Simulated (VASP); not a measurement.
# AlSn (P-6m2) in VASP: settings compared

AlSn is run at these levels: r2SCAN, PBEsol; tasks: single point.

Everything below comes from runs of VASP 6.6.1. Logs are shortened: lines on timing, memory, paths and dates and some standing lists are left out, and cuts for length are marked.

## 1. The cell of the first run

Symmetry: P-6m2, No. 187, hexagonal system. The conventional cell has a = 4.253 Å, b = 4.253 Å, c = 3.350 Å, α = 90.00°, β = 90.00°, γ = 120.00°. Sn (site symmetry -6m2) has 6 Al at 2.97 Å and 2 Sn at 3.35 Å within 3.9 Å. Al (site symmetry -6m2) has 6 Sn at 2.97 Å and 2 Al at 3.35 Å within 3.9 Å.

## 2. Single point, r2SCAN (volume scaled by 1.04)

Contents of POSCAR:

```
AlSn
1.0
    4.2533501828      0.0000000000      0.0000000000
   -2.1266750913      3.6835093094      0.0000000000
    0.0000000000      0.0000000000      3.3503631350
Sn Al
1 1
Direct
    0.3333333333      0.6666666667      0.5000000000
    0.0000000000      0.0000000000      0.0000000000
```

Contents of INCAR.step1:

```
SYSTEM = AlSn
PREC = Accurate
ENCUT = 550
ISMEAR = -1
SIGMA = 0.05
LREAL = .False.
LASPH = .True.
NELM = 120
NBANDS = 16
GGA = PE
ALGO = Normal
EDIFF = 1E-5
LWAVE = .True.
LCHARG = .False.
GGA_COMPAT = .False.
```

Contents of INCAR.step2:

```
SYSTEM = AlSn
PREC = Accurate
ENCUT = 550
EDIFF = 1E-6
ISMEAR = -1
SIGMA = 0.05
LREAL = .False.
LASPH = .True.
NELM = 120
ALGO = Normal
ISIF = 2
LWAVE = .False.
LCHARG = .False.
METAGGA = R2SCAN
LMIXTAU = .True.
NBANDS = 16
ISTART = 1
GGA_COMPAT = .False.
```

Contents of KPOINTS:

```
Automatic mesh
0
Gamma
  7 7 8
  0 0 0
```

Potentials or basis: VASP PAW PBE potentials, release 64 (Sn_d, Al).

On the command line:

```sh
> cat potpaw_PBE.64/Sn_d/POTCAR potpaw_PBE.64/Al/POTCAR > POTCAR
> cp INCAR.step1 INCAR
> mpirun -np 1 vasp_std > vasp.out
> cp INCAR.step2 INCAR
> mpirun -np 1 vasp_std > vasp.out
```

OUTCAR:

```text
SYSTEM = AlSn
   PREC = Accurate
   ENCUT = 550
   EDIFF = 1E-6
   ISMEAR = -1
   LREAL = .False.
   LASPH = .True.
   NELM = 120
   ISIF = 2
   METAGGA = R2SCAN
   ISTART = 1

 ion  position               nearest neighbor table
   1  0.333  0.667  0.500-   2 2.97   2 2.97   2 2.97   2 2.97   2 2.97   2 2.97
   2  0.000  0.000  0.000-   1 2.97   1 2.97   1 2.97   1 2.97   1 2.97   1 2.97

  LATTYP: Found a hexagonal cell.
 ALAT       =     4.2533501828
 C/A-ratio  =     0.7876998110

  Lattice vectors:

 A1 = (   4.2533501828,   0.0000000000,   0.0000000000)
 A2 = (  -2.1266750913,   3.6835093094,   0.0000000000)
 A3 = (   0.0000000000,   0.0000000000,   3.3503631350)

Analysis of symmetry for initial positions (statically):
=====================================================================
 Subroutine PRICEL returns:
 Original cell was already a primitive cell.

 Routine SETGRP: Setting up the symmetry group for a
 hexagonal supercell.

 Subroutine GETGRP returns: Found 12 space group operations
 (whereof 12 operations were pure point group operations)
 out of a pool of 24 trial point group operations.

The static configuration has the point symmetry D_3h.

Analysis of symmetry for dynamics (positions and initial velocities):
=====================================================================
 Subroutine PRICEL returns:
 Original cell was already a primitive cell.

 Routine SETGRP: Setting up the symmetry group for a
 hexagonal supercell.

 Subroutine GETGRP returns: Found 12 space group operations
 (whereof 12 operations were pure point group operations)
 out of a pool of 24 trial point group operations.

The dynamic configuration has the point symmetry D_3h.

 Subroutine INISYM returns: Found 12 space group operations
 (whereof 12 operations are pure point group operations),
 and found     1 'primitive' translations

----------------------------------------------------------------------------------------

                                     Primitive cell

  volume of cell :      52.4910

  direct lattice vectors                    reciprocal lattice vectors
     4.253350183  0.000000000  0.000000000     0.235108786  0.135740121  0.000000000
    -2.126675091  3.683509309  0.000000000     0.000000000  0.271480242  0.000000000
     0.000000000  0.000000000  3.350363135     0.000000000  0.000000000  0.298475108

  length of vectors
     4.253350183  4.253350183  3.350363135     0.271480242  0.271480242  0.298475108

  position of ions in fractional coordinates (direct lattice)
     0.333333333  0.666666667  0.500000000
     0.000000000  0.000000000  0.000000000

  ion indices of the primitive-cell ions
   primitive index   ion index
                 1           1
                 2           2

----------------------------------------------------------------------------------------

 KPOINTS: Automatic mesh

Automatic generation of k-mesh.
 Grid dimensions read from file:
 generate k-points for:    7    7    8

 Generating k-lattice:

  Cartesian coordinates                     Fractional coordinates (reciprocal lattice)
     0.033586969  0.019391446  0.000000000     0.142857143  0.000000000  0.000000000
     0.000000000  0.038782892  0.000000000     0.000000000  0.142857143  0.000000000
     0.000000000  0.000000000  0.037309389     0.000000000  0.000000000  0.125000000

  Length of vectors
     0.038782892  0.038782892  0.037309389

  Shift w.r.t. Gamma in fractional coordinates (k-lattice)
     0.000000000  0.000000000  0.000000000

 Subroutine IBZKPT returns following result:
 ===========================================

 Found     40 irreducible k-points:

 Following reciprocal coordinates:
            Coordinates               Weight
  0.000000  0.000000  0.000000      1.000000
  0.142857  0.000000  0.000000      6.000000
  0.285714  0.000000  0.000000      6.000000
  0.428571  0.000000  0.000000      6.000000
  0.142857  0.142857  0.000000      6.000000
  0.285714  0.142857  0.000000     12.000000
[... 16 lines left out ...]
  0.428571  0.142857  0.250000     12.000000
  0.285714  0.285714  0.250000     12.000000
 [... further k-points ...]
   k-points           NKPTS =     40   k-points in BZ     NKDIM =     40   number of bands    NBANDS=     16
   number of dos      NEDOS =    301   number of ions     NIONS =      2
   total plane-waves  NPLWV =  36288
   dimension x,y,z NGX =    36 NGY =   36 NGZ =   28
   dimension x,y,z NGXF=    72 NGYF=   72 NGZF=   56
   ions per type =               1   1
   NGX,Y,Z   is equivalent  to a cutoff of  14.07, 14.07, 13.89 a.u.
   NGXF,Y,Z  is equivalent  to a cutoff of  28.14, 28.14, 27.79 a.u.
 SYSTEM =  AlSn
   PREC   = accura    normal or accurate (medium, high low for compatibility)
   ISTART =      1    job   : 0-new  1-cont  2-samecut
   ICHARG =      0    charge: 1-file 2-atom 10-const
   ISPIN  =      1    spin polarized calculation?
   LNONCOLLINEAR =      F non collinear calculations
   LSORBIT =      F    spin-orbit coupling
   LASPH  =      T    aspherical Exc in radial PAW
   ENCUT  =  550.0 eV  40.42 Ry    6.36 a.u.   8.13  8.13  6.41*2*pi/ulx,y,z
   NELM   =    120;   NELMIN=  2; NELMDL=  0     # of ELM steps
   EDIFF  = 0.1E-05   stopping-criterion for ELM
   LREAL  =      F    real-space projection
   EDIFFG = 0.1E-04   stopping-criterion for IOM
   NSW    =      0    number of steps for IOM
   IBRION =     -1    ionic relax: 0-MD 1-quasi-New 2-CG
   NFREE  =      0    steps in history (QN), initial steepest desc. (CG)
   ISIF   =      2    stress and relaxation
   ISYM   =      2    0-nonsym 1-usesym 2-fastsym
   POTIM  = 0.5000    time-step for ionic-motion
   TEBEG  =    0.0;   TEEND  =   0.0 temperature during run
   PSTRESS=    0.0 pullay stress
   NELECT =      17.0000    total number of electrons
   NUPDOWN=      -1.0000    fix difference up-down
   EMIN   =  10.00;   EMAX   =-10.00  energy-range for DOS
   EFERMI =   0.00;   METHOD = LEGACY
   ISMEAR =    -1;   SIGMA  =   0.05  broadening in eV -4-tet -1-fermi 0-gaus
   EFERMI_NEDOS =   21; number of points for ismear=-14 and -15
   IALGO  =     38    algorithm
   IMIX   =      4    mixing-type and parameters
     AMIX     =   0.40;   BMIX     =  1.00
     AMIX_MAG =   1.60;   BMIX_MAG =  1.00
  volume/ion in A,a.u.               =      26.25       177.11
  Fermi-wavevector in a.u.,A,eV,Ry     =   1.124250  2.124524 17.196920  1.263938
  Thomas-Fermi vector in A             =   2.260921
   LORBIT       =      0    0 simple, 1 ext, 2 COOP (PROOUT), +10 PAW based schemes
   METAGGA = R2SCAN    functional components
   LHFCALC =     F    Hartree Fock is set to
   AEXX    =    0.0000 exact exchange contribution
   IVDW    =     0    specifies the selected vdW correction
   LEPSILON=     F    determine dielectric tensor
   LRPA    =     F    only Hartree local field effects (RPA)
 non-spin polarized calculation
  energy-cutoff  :      550.00
  volume of cell :       52.49
 maximum number of plane-waves:      1555
 NGX is ok and might be reduce to    36
   NGX = 17   NGY = 17   NGZ = 13

 number of electron      17.0000008 magnetization

 Free energy of the ion-electron system (eV)
  ---------------------------------------------------
  ext. energy  EPLUGINS =         0.00000000
  ---------------------------------------------------
  free energy    TOTEN  =       -30.93343581 eV

  energy without entropy =      -30.92981616  energy(sigma->0) =      -30.93162598

 E-fermi :   5.9747     XC(G=0): -10.0919

 val. band max:        5.9410835951   @ k =   0.0000   0.0000   0.1250
 cond. band min:       6.1678613437   @ k =   0.1429   0.0000   0.2500
 fundamental gap:      0.2267777487
 Fermi energy:         5.9746813063

 k-point     1 :       0.0000    0.0000    0.0000
  band No.  band energies     occupation
      1     -16.0127      2.00000
      2     -15.9108      2.00000
      3     -15.9108      2.00000
      4     -15.8964      2.00000
      5     -15.8964      2.00000
      6      -4.7660      2.00000
[... 8 lines left out ...]
     15      17.9537      0.00000
     16      19.2834      0.00000

 k-point     2 :       0.1429    0.0000    0.0000
  band No.  band energies     occupation
      1     -16.0112      2.00000
      2     -15.9113      2.00000
      3     -15.9072      2.00000
      4     -15.8975      2.00000
      5     -15.8967      2.00000
      6      -4.5499      2.00000
[... 8 lines left out ...]
     15      16.4509      0.00000
     16      18.8702      0.00000

 k-point     3 :       0.2857    0.0000    0.0000
  band No.  band energies     occupation
      1     -16.0079      2.00000
      2     -15.9121      2.00000
      3     -15.9001      2.00000
      4     -15.8991      2.00000
      5     -15.8974      2.00000
      6      -3.9281      2.00000
[... 8 lines left out ...]
     15      16.0293      0.00000
     16      18.0008      0.00000

 k-point     4 :       0.4286    0.0000    0.0000
  band No.  band energies     occupation
      1     -16.0054      2.00000
      2     -15.9127      2.00000
      3     -15.9022      2.00000
      4     -15.8980      2.00000
      5     -15.8926      2.00000
      6      -3.0959      2.00000
[... 8 lines left out ...]
     15      15.7402      0.00000
     16      17.4613      0.00000
[... 324 lines left out ...]
 k-point    22 :       0.2857    0.1429    0.2500
  band No.  band energies     occupation
      1     -15.9357      2.00000
      2     -15.9306      2.00000
      3     -15.9219      2.00000
      4     -15.9053      2.00000
      5     -15.8924      2.00000
      6      -2.4678      2.00000
[... 8 lines left out ...]
     15      16.8487      0.00000
     16      18.3059      0.00000

 k-point    23 :       0.4286    0.1429    0.2500
  band No.  band energies     occupation
      1     -15.9371      2.00000
      2     -15.9313      2.00000
      3     -15.9211      2.00000
      4     -15.9038      2.00000
      5     -15.8902      2.00000
      6      -1.8828      2.00000
[... 8 lines left out ...]
     15      16.9603      0.00000
     16      19.1848      0.00000

 k-point    24 :       0.2857    0.2857    0.2500
  band No.  band energies     occupation
      1     -15.9360      2.00000
      2     -15.9329      2.00000
      3     -15.9188      2.00000
      4     -15.9019      2.00000
      5     -15.8932      2.00000
      6      -1.7672      2.00000
[... 8 lines left out ...]
     15      18.7285      0.00000
     16      18.7802      0.00000

 [... further k-points ...]

------------------------ aborting loop because EDIFF is reached ----------------------------------------

  FORCE on cell =-STRESS in cart. coord.  units (eV):
  Direction    XX          YY          ZZ          XY          YZ          ZX
  --------------------------------------------------------------------------------------
  -------------------------------------------------------------------------------------
  Total       -0.8524843     -0.8524843     -1.2751224     -0.0000000      0.0000000      0.0000000
  in kB      -26.0202942    -26.0202942    -38.9204322     -0.0000000      0.0000000      0.0000000
  external PRESSURE =     -30.3203402 kB  Pullay stress =       0.0000000 kB

 VOLUME and BASIS-vectors are now :
 -----------------------------------------------------------------------------
  energy-cutoff  :      550.00
  volume of cell :       52.49
      direct lattice vectors                 reciprocal lattice vectors
     4.253350183  0.000000000  0.000000000     0.235108786  0.135740121  0.000000000
    -2.126675091  3.683509309  0.000000000     0.000000000  0.271480242  0.000000000
     0.000000000  0.000000000  3.350363135     0.000000000  0.000000000  0.298475108

 POSITION                                       TOTAL-FORCE (eV/Angst)
 -----------------------------------------------------------------------------------
     -0.00000      2.45567      1.67518         0.000000      0.000000      0.000000
      0.00000      0.00000      0.00000        -0.000000      0.000000      0.000000
 -----------------------------------------------------------------------------------
    total drift:                                0.000000     -0.000000     -0.000000

  FREE ENERGIE OF THE ION-ELECTRON SYSTEM (eV)
  ---------------------------------------------------
  free  energy   TOTEN  =       -30.9334358062 eV

  energy  without entropy=      -30.9298161637  energy(sigma->0) =      -30.93162598
```

It took 5.4 min on 1 thread of AMD EPYC 7R13, shared host; peak memory 0.18 GiB.

Results:

| Quantity | Value |
| --- | --- |
| Free energy | -30.9334 eV |
| Pressure | -3.0 GPa |

Stress tensor (GPa, compression positive):
```
-2.60  0.00  0.00
 0.00 -2.60  0.00
 0.00  0.00 -3.89
```

Levels at points of the mesh, in eV from the Fermi level:
```tsv
k point	band 4	band 5	band 6	band 7	band 8	band 9	band 10	band 11	band 12	band 13
(0.00, 0.00, 0.00)	-21.87	-21.87	-10.74	-0.27	-0.27	0.81	2.71	3.29	3.29	5.49
(0.00, 0.00, 0.50)	-21.88	-21.82	-7.63	-6.36	2.74	2.74	3.70	3.70	3.94	4.44
```

Caveat: the cell differs from its parent crystal (volume scaled by 1.04); the PAW data sets were made with another functional, which shifts forces and pressure a little; spin-orbit coupling is left out, which moves the levels of the heavy elements.

## 3. Single point, PBEsol

This run uses another cell than the first one, of 17.92 Å³/atom, 0.683 times its volume.

Contents of INCAR:

```
SYSTEM = AlSn
ALGO = Normal
EDIFF = 1E-6
ENCUT = 500
GGA = PS
GGA_COMPAT = .False.
ISIF = 2
ISMEAR = -1
LASPH = .True.
LCHARG = .True.
LELF = .True.
LREAL = .False.
LVHAR = .True.
LWAVE = .False.
NBANDS = 16
NELM = 120
PREC = Accurate
SIGMA = 0.05
```

Contents of KPOINTS:

```
k-points
0
Gamma
  7 7 8
  0 0 0
```

Contents of POSCAR:

```
AlSn
1.0
    3.5471488429      0.0000000000      0.0000000000
   -1.7735744214      3.0719210090      0.0000000000
    0.0000000000      0.0000000000      3.2893854807
Sn Al
1 1
Direct
    0.3333333333      0.6666666667      0.5000000000
    0.0000000000      0.0000000000      0.0000000000
```

Potentials or basis: VASP PAW PBE potentials, release 64 (Sn_d, Al).

On the command line:

```sh
> cat potpaw_PBE.64/Sn_d/POTCAR potpaw_PBE.64/Al/POTCAR > POTCAR
> mpirun -np 1 vasp_std > vasp.out
```

Wall time 14 s (1 thread of Intel Xeon 6975P-C, shared host); peak memory 0.16 GiB.

It converged, with:

```yaml
Free_energy: -7.0574 eV
Pressure: 30.0 GPa
```

Levels at points of the mesh, in eV from the Fermi level:
| k point | band 6 | band 7 | band 8 | band 9 | band 10 | band 11 |
| --- | --- | --- | --- | --- | --- | --- |
| (0.00, 0.00, 0.00) | -12.89 | 0.20 | 1.35 | 1.35 | 3.28 | 4.72 |
| (0.00, 0.00, 0.50) | -9.80 | -8.53 | 4.53 | 4.53 | 5.28 | 5.28 |

Caveat: the PAW data sets were made with another functional, which shifts forces and pressure a little; spin-orbit coupling is left out, which moves the levels of the heavy elements.

## 4. Single point, PBEsol

This run uses another cell than the first one, of 19.14 Å³/atom, 0.729 times its volume.

Contents of INCAR:

```
SYSTEM = AlSn
PREC = Accurate ; ENCUT = 500
EDIFF = 1E-6 ; ISMEAR = -1
SIGMA = 0.05 ; LREAL = .FALSE.
LASPH = .TRUE. ; NELM = 120
ALGO = Normal ; ISIF = 2
LWAVE = .FALSE. ; LCHARG = .TRUE.
GGA = PS ; LELF = .TRUE.
LVHAR = .TRUE. ; NBANDS = 16
GGA_COMPAT = .FALSE.
```

Contents of KPOINTS:

```
regular mesh
0
G
  7 7 8
  0 0 0
```

Contents of POSCAR:

```
AlSn
1.0
    3.6384140692      0.0000000000      0.0000000000
   -1.8192070346      3.1509590134      0.0000000000
    0.0000000000      0.0000000000      3.3396657088
Sn Al
1 1
Direct
    0.3333333333      0.6666666667      0.5000000000
    0.0000000000      0.0000000000      0.0000000000
```

On the command line:

```sh
> cat potpaw_PBE.64/Sn_d/POTCAR potpaw_PBE.64/Al/POTCAR > POTCAR
> mpirun -np 1 vasp_std > vasp.out
```

Run time: 15 s. Hardware: 1 thread of Intel Xeon 6975P-C, shared host; peak memory 0.16 GiB.

The run converged. Its results:

```
Free energy : -7.4359 eV
Pressure    : 20.0 GPa
```

Levels at points of the mesh, in eV from the Fermi level:
```csv
k point,band 4,band 5,band 6,band 7,band 8,band 9,band 10,band 11,band 12,band 13
"(0.00, 0.00, 0.00)",-21.28,-21.28,-12.27,0.43,1.24,1.24,3.45,4.38,4.58,4.58
"(0.00, 0.00, 0.50)",-21.30,-21.24,-9.32,-8.03,4.26,4.26,5.04,5.04,6.79,7.03
```

Caveat: the PAW data sets were made with another functional, which shifts forces and pressure a little; spin-orbit coupling is left out, which moves the levels of the heavy elements.

## 5. Overview

| level | cell | cutoff (eV) | gap on the mesh (eV) | pressure (GPa) |
| --- | --- | --- | --- | --- |
| r2SCAN | a = 4.253, b = 4.253, c = 3.350 Å, angles 90.0, 90.0, 120.0°, 2 atoms | 550 | none | -3.0 |
| PBEsol | a = 3.547, b = 3.547, c = 3.289 Å, angles 90.0, 90.0, 120.0°, 2 atoms | 500 | none | 30.0 |
| PBEsol | a = 3.638, b = 3.638, c = 3.340 Å, angles 90.0, 90.0, 120.0°, 2 atoms | 500 | none | 20.0 |

Alike in all rows: task single point; potentials or basis VASP PAW PBE potentials, release 64 (Sn_d, Al); no spin polarisation; k mesh 7 × 7 × 8; smearing fermi-dirac 0.05 eV.

Caveats: the PAW data sets were made with another functional, which shifts forces and pressure a little; spin-orbit coupling is left out, which moves the levels of the heavy elements.

Absolute energies hang on the potentials; compare differences alone.
